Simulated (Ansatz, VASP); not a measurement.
## AlGa3P4 in VASP and in Ansatz

INCAR

```
  ALGO = Normal
  EDIFF = 1E-6
  EDIFFG = -0.001
  ENCUT = 600
  GGA = PE
  IBRION = 2
  ISIF = 3
  ISMEAR = 0
  LASPH = True
  LCHARG = False
  LREAL = False
  LWAVE = False
  NELM = 100
  NSW = 80
  PREC = Accurate
  SIGMA = 0.01
```

KPOINTS

```
k-points
0
Gamma
  8 8 4
```

POSCAR

```
AlGa3P4
1.0
    3.8955583773      0.0000000000      0.0000000000
    0.0000000000      3.8955583773      0.0000000000
    0.0000000000      0.0000000000     11.0071308591
Al Ga P
1 3 4
Direct
    0.5000000000      0.5000000000      0.5000000000
    0.0000000000      0.0000000000      0.7500252342
    0.5000000000      0.5000000000      0.0000000000
    0.0000000000      0.0000000000      0.2499747658
    0.5000000000      0.0000000000      0.8750502494
    0.0000000000      0.5000000000      0.1249497506
    0.5000000000      0.0000000000      0.3755611017
    0.0000000000      0.5000000000      0.6244388983
```

Input for Ansatz:

```yaml
crystal:
  lattice:
    - [3.8955583773, 0.0, 0.0]
    - [0.0, 3.8955583773, 0.0]
    - [0.0, 0.0, 11.0071308591]
  atoms:
    - { symbol: Al, position: [0.5, 0.5, 0.5] }
    - { symbol: Ga, position: [0.0, 0.0, 0.7500252342] }
    - { symbol: Ga, position: [0.5, 0.5, 0.0] }
    - { symbol: Ga, position: [0.0, 0.0, 0.2499747658] }
    - { symbol: P, position: [0.5, 0.0, 0.8750502494] }
    - { symbol: P, position: [0.0, 0.5, 0.1249497506] }
    - { symbol: P, position: [0.5, 0.0, 0.3755611017] }
    - { symbol: P, position: [0.0, 0.5, 0.6244388983] }
basis:
  ecutwfc: 420
kpoints:
  mp_grid: { grid: [8, 8, 4] }
hamiltonian:
  xc: pbe
scf:
  occupations: { method: fixed }
output:
  forces: true
  stress: true
  eigenvalues: true
relax:
  adjacent_minimum: "off"
  f_tol: 0.001
  max_steps: 60
  cell: { stress_tol: 0.01 }
```

Alike in both runs: task relaxation of cell and atoms; functional PBE; k mesh 8 × 8 × 4; no spin polarisation.

|  | VASP | Ansatz |
| --- | --- | --- |
| version | VASP 6.6.1 | Ansatz 0.2.0 |
| potentials or method | VASP PAW PBE potentials, release 64 (Al, Ga_d, P), cutoff 600 eV | scalar-relativistic, plane waves, PAW |
| occupations | gaussian, width 0.01 eV | fixed |
| valence electrons in the cell | 62 | 62 |

```csv
,VASP,Ansatz,Ansatz less VASP
"gap on the k mesh at the Fermi level, each at its own relaxed structure (eV)",1.62,1.62,+0.001
relaxed volume (Å³/atom),20.87,20.88,+0.011
relaxed length of the cell vector where the two differ most in proportion (Å),11.006,11.008,+0.0020
```
